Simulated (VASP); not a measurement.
Here is a VASP 6.6.1 calculation.

The input POSCAR:

```
CdSe
1.0
    0.0000000000      2.7241057973      2.7241057973
    2.7241057973      0.0000000000      2.7241057973
    2.7241057973      2.7241057973      0.0000000000
Cd Se
1 1
Direct
    0.0000000000      0.0000000000      0.0000000000
    0.5000000000      0.5000000000      0.5000000000
```

Contents of INCAR.step1:

```
  PREC = Accurate
  ENCUT = 520
  ISMEAR = 0
  SIGMA = 0.05
  LREAL = F
  LASPH = T
  NELM = 60
  NBANDS = 16
  GGA = PE
  ALGO = Normal
  EDIFF = 1E-4
  LWAVE = T
  LCHARG = F
```

Contents of INCAR.step2:

```
  PREC = Accurate
  ENCUT = 520
  EDIFF = 1E-6
  ISMEAR = 0
  SIGMA = 0.05
  LREAL = F
  LASPH = T
  NELM = 60
  ALGO = Normal
  ISIF = 2
  LWAVE = F
  LCHARG = F
  METAGGA = R2SCAN
  LMIXTAU = T
  NBANDS = 16
  ISTART = 1
```

KPOINTS

```
regular mesh
0
Gamma
  10 10 10
```

Potentials or basis: VASP PAW PBE potentials, release 64 (Cd, Se).

The run is started by

```sh
$ cat potpaw_PBE.64/Cd/POTCAR potpaw_PBE.64/Se/POTCAR > POTCAR
$ cp INCAR.step1 INCAR
$ mpirun -np 1 vasp_std > vasp.out
$ cp INCAR.step2 INCAR
$ mpirun -np 1 vasp_std > vasp.out
```

(1) Estimate the pressure.

(2) Estimate the band gap on the k mesh.

## Answers

(1) 12.7 GPa.

(2) zero (band 9 reaches 3.56 eV, above the bottom of band 10 at 3.52 eV).

Caveat: the PAW data sets were made with another functional, which shifts forces and pressure a little.
